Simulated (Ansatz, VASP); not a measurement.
## Two plane-wave programs on TiAl3

```xyz
4
Lattice="-1.9078 1.9078 4.2770 1.9078 -1.9078 4.2770 1.9078 1.9078 -4.2770" Properties=species:S:1:pos:R:3 pbc="T T T"
Ti    0.0000    0.0000    0.0000
Al    0.0000    0.0000    4.2770
Al    0.0000    1.9078    2.1385
Al    1.9078    0.0000    2.1385
```

Alike in both runs: functional PBEsol; k mesh 16 × 16 × 16; occupations gaussian, width 0.1 eV; no spin polarisation.

Ansatz relaxed the structure, and its values are those at the end. VASP's run is a single point on that final structure, the one shown.

|  | VASP | Ansatz |
| --- | --- | --- |
| version | VASP 6.6.1 | Ansatz 0.2.0 |
| potentials or method | VASP PAW PBE potentials, release 64 (Ti_sv, Al), cutoff 520 eV | scalar-relativistic, plane waves, PAW |
| valence electrons in the cell | 21 | 21 |

|  | VASP | Ansatz | Ansatz less VASP |
| --- | --- | --- | --- |
| gap on the k mesh at the Fermi level (eV) | none | none | - |
| pressure (GPa) | 0.1 | 0.0 | -0.07 |

VASP's potentials were made for PBE, not for PBEsol. A gap of «none» marks a metal or a gap that the smearing closes.
